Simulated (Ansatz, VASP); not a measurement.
## One calculation of Pd, two programs

```
Pd
1.0
     0.00000    1.92028    1.92028
     1.92028    0.00000    1.92028
     1.92028    1.92028    0.00000
Pd
1
Direct
  0.00000 0.00000 0.00000
```

Alike in both runs: functional LDA; k mesh 14 × 14 × 14; occupations fermi-dirac, width 0.05 eV; collinear spin.

Ansatz relaxed the structure, and its values are those at the end. VASP's run is a single point on that final structure, the one shown.

|  | VASP | Ansatz |
| --- | --- | --- |
| version | VASP 6.6.1 | Ansatz 0.2.0 |
| potentials or method | VASP PAW LDA potentials, release 64 (Pd), cutoff 520 eV | plane waves (420 eV) with PAW, scalar-relativistic |
| valence electrons in the cell | 10 | 18 |

|  | VASP | Ansatz | Ansatz less VASP |
| --- | --- | --- | --- |
| pressure (GPa) | 0.3 | 0.0 | -0.28 |
| net moment per atom (μB) | 0.00 | 0.00 | 0.000 |

Ansatz warns that its potentials were made for another functional, while VASP's fit it. LDA's correlation is that of Perdew and Zunger in VASP and of Perdew and Wang (1992) in Ansatz. VASP's potentials hold 10 valence electrons a cell and Ansatz's 18, so a difference there can come from the potentials and not from the codes. Ansatz's warnings: seeded moment not kept.
